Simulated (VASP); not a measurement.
Set up this calculation in VASP 6.6.1, as the native input.

```yaml
Task: single point
Functional: PBE
Potentials_or_basis: VASP PAW PBE potentials, release 64 (O, H, F)
Cutoff: 520 eV
k_mesh: 1 × 1 × 1
Occupations: fermi-dirac, width 0.02 eV
Spin: no spin polarisation
Dipole_correction: no
Further_INCAR_settings: ALGO = Normal; EDIFF = 1e-06; NBANDS = 55
```

The structure of H17O8F lies in POSCAR:

```
H17O8F
1.0
    6.4950650000      0.0000000000      0.0000000000
    0.0000000000      6.4950650000      0.0000000000
    0.0000000000      0.0000000000      6.4950650000
O H F
8 17 1
Direct
    0.2097284631      0.8296144842      0.3423368357
    0.5860141507      0.4673240376      0.3409973572
    0.2788578713     -0.0061893145      0.8525549783
    0.9039632398      0.6344355291      1.1192651652
    0.5652753283      1.1069635177      0.5590860138
    0.5701405606      0.8863190746      1.1518129534
    0.5209031780      0.3643843441      0.9188360702
    0.1376583606      0.2644931190      0.1481124515
    0.3517747705      0.8349416057      0.2785653415
    0.1633855858      0.9731850259      0.3577331405
    0.7208087987      0.5323426324      0.3000431866
    0.5320193100      0.4453996996      0.1987970867
    0.3629524878      0.0486985119      0.7365746147
    0.1817841700     -0.1086979114      0.7984215708
    0.9622228569      0.4994561255      1.0768175530
    1.0229304865      0.7072754468      1.1812814806
    0.5793783434      1.2530590533      0.5036593167
    0.6152055445      1.0129536810      0.4527591333
    0.6919099347      0.8062428936      1.1330294616
    0.5028125200      0.9213456678      1.0219605193
    0.4416891902      0.4365160318      0.8176977444
    0.6399320099      0.3138228794      0.8411463165
    0.2051249680      0.1712377012      0.0467123886
    0.2528535126      0.2973488333      0.2344857211
    0.2161179295      0.6887075033      0.5271694741
    0.1970111154      0.6041202051      0.6497856449
```

The input as run:

INCAR

```
SYSTEM = H17O8F
  ALGO = Normal
  EDIFF = 1E-6
  ENCUT = 520
  GGA = PE
  GGA_COMPAT = .False.
  ISIF = 2
  ISMEAR = -1
  LASPH = .True.
  LCHARG = .False.
  LREAL = .False.
  LWAVE = .False.
  NBANDS = 55
  NELM = 120
  PREC = Accurate
  SIGMA = 0.02
```

KPOINTS

```
k-points
0
Gamma
  1 1 1
  0 0 0
```

Potentials or basis: VASP PAW PBE potentials, release 64 (O, H, F).

The run is started by

```console
$ cat potpaw_PBE.64/O/POTCAR potpaw_PBE.64/H/POTCAR potpaw_PBE.64/F/POTCAR > POTCAR
$ mpirun -np 1 vasp_gam > vasp.out
```

It gave:

| Item | Value |
| --- | --- |
| Pressure | 0.4 GPa |
| Largest force | 1.851 eV/Å |

Caveat: the k points lie up to 0.97 Å⁻¹ apart.

It took 15 s on 1 thread of AMD EPYC 9R45 96-Core Processor (Zen 5) (shared host), peak memory 0.27 GiB.
